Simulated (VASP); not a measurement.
## LiH: single point with PBE

Crystal: LiH.

```
CELL_PARAMETERS angstrom
3.30921 0.00000 0.00000
-1.65461 2.86586 0.00000
0.00000 0.00000 4.13515
ATOMIC_POSITIONS crystal
Li 0.33333 0.66667 0.93749
Li 0.66667 0.33333 0.43749
H 0.33333 0.66667 0.43751
H 0.66667 0.33333 0.93751
```

This cell differs from its parent crystal: volume changed by +5%.

```json
{"Program": "VASP 6.6.1", "Task": "single point", "Functional": "PBE", "Potentials or basis": "VASP PAW PBE potentials, release 64 (Li_sv, H)", "Cutoff": "520 eV", "k mesh": "6 × 6 × 4", "Occupations": "gaussian, width 0.01 eV", "Spin": "no spin polarisation"}
```

The band gap on the k mesh is 1.92 eV, indirect (least direct gap 3.10 eV).

Levels at points of the mesh, in eV from the valence-band top:
```csv
k point,band 2,band 3,band 4,band 5,band 6,band 7
"(0.00, 0.00, 0.00)",-44.62,-5.04,0.00,3.10,10.45,10.45
"(0.50, 0.00, 0.00)",-44.63,-2.69,-1.94,4.42,6.67,7.18
"(0.00, 0.00, 0.50)",-44.64,-3.57,-3.57,9.28,9.28,12.40
"(0.50, 0.00, 0.50)",-44.64,-2.31,-2.31,4.24,4.24,9.30
```

Run time: 5.5 s on 1 thread of Intel(R) Xeon(R) 6975P-C (Granite Rapids), on a shared host, peak memory 0.15 GiB.

 A k mesh can miss the band edges.
